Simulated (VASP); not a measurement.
A run of VASP 6.6.1:

Contents of POSCAR:

```
Si3Bi2Te3
1.0
    4.1009200000      0.0000000000      0.0000000000
   -2.0504600000      3.5515010000      0.0000000000
    0.0000000000      0.0000000000     31.8997400000
Si Bi Te
6 4 6
Direct
    0.3333330000      0.6666670000      0.0109180000
    0.3333330000      0.6666670000      0.0853630000
    0.0000000000      0.0000000000      0.1064610000
    0.6666670000      0.3333330000      0.9890820000
    0.6666670000      0.3333330000      0.9146370000
    0.0000000000      0.0000000000      0.8935390000
    0.0000000000      0.0000000000      0.3954150000
    0.3333330000      0.6666670000      0.2547080000
    0.6666670000      0.3333330000      0.7452920000
    0.0000000000      0.0000000000      0.6045850000
    0.3333330000      0.6666670000      0.4558990000
    0.6666670000      0.3333330000      0.3210990000
    0.0000000000      0.0000000000      0.1893330000
    0.0000000000      0.0000000000      0.8106670000
    0.6666670000      0.3333330000      0.5441010000
    0.3333330000      0.6666670000      0.6789010000
```

Contents of INCAR.step1:

```
PREC     = Accurate       # precision mode
ENCUT    = 520            # plane-wave cutoff, eV
EDIFF    = 1E-6           # SCF threshold, eV
ISMEAR   = 0              # smearing method
SIGMA    = 0.1            # smearing width, eV
LREAL    = F              # projectors in reciprocal space
LASPH    = T              # aspherical terms in the spheres
NELM     = 80             # most SCF steps
ALGO     = Fast           # electronic algorithm
ISIF     = 2              # what is computed and relaxed
LWAVE    = F              # write WAVECAR
LCHARG   = T              # write CHGCAR
GGA      = PE             # functional
NBANDS   = 74             # bands
KPAR     = 4
```

The input KPOINTS.step1:

```
regular mesh
0
Gamma
  8 8 1
```

The input INCAR.step2:

```
PREC     = Accurate       # precision mode
ENCUT    = 520            # plane-wave cutoff, eV
EDIFF    = 1E-6           # SCF threshold, eV
ISMEAR   = -5             # smearing method
SIGMA    = 0.1            # smearing width, eV
LREAL    = F              # projectors in reciprocal space
LASPH    = T              # aspherical terms in the spheres
NELM     = 80             # most SCF steps
ALGO     = Fast           # electronic algorithm
ISIF     = 2              # what is computed and relaxed
LWAVE    = F              # write WAVECAR
LCHARG   = F              # write CHGCAR
GGA      = PE             # functional
LORBIT   = 10             # projections on sites
NBANDS   = 74             # bands
KPAR     = 4            
NEDOS    = 2001           # points of the DOS
ICHARG   = 11             # starting density
```

KPOINTS.step2

```
regular mesh
0
Gamma
  12 12 1
```

Potentials or basis: VASP PAW PBE potentials, release 64 (Si, Bi_d, Te).

Run with:

```bash
$ cat potpaw_PBE.64/Si/POTCAR potpaw_PBE.64/Bi_d/POTCAR potpaw_PBE.64/Te/POTCAR > POTCAR
$ cp INCAR.step1 INCAR
$ cp KPOINTS.step1 KPOINTS
$ mpirun -np 4 vasp_std > vasp.out
$ cp INCAR.step2 INCAR
$ cp KPOINTS.step2 KPOINTS
$ mpirun -np 4 vasp_std > vasp.out
```

Hardware: 4 MPI ranks on AMD EPYC 9R14 (Zen 4), on a shared host.

Task: Estimate the wall time of this run.

Result: It took 4.6 min on 4 MPI ranks on AMD EPYC 9R14 (Zen 4) (shared host), peak memory 0.74 GiB a rank. Counts: k points 19.
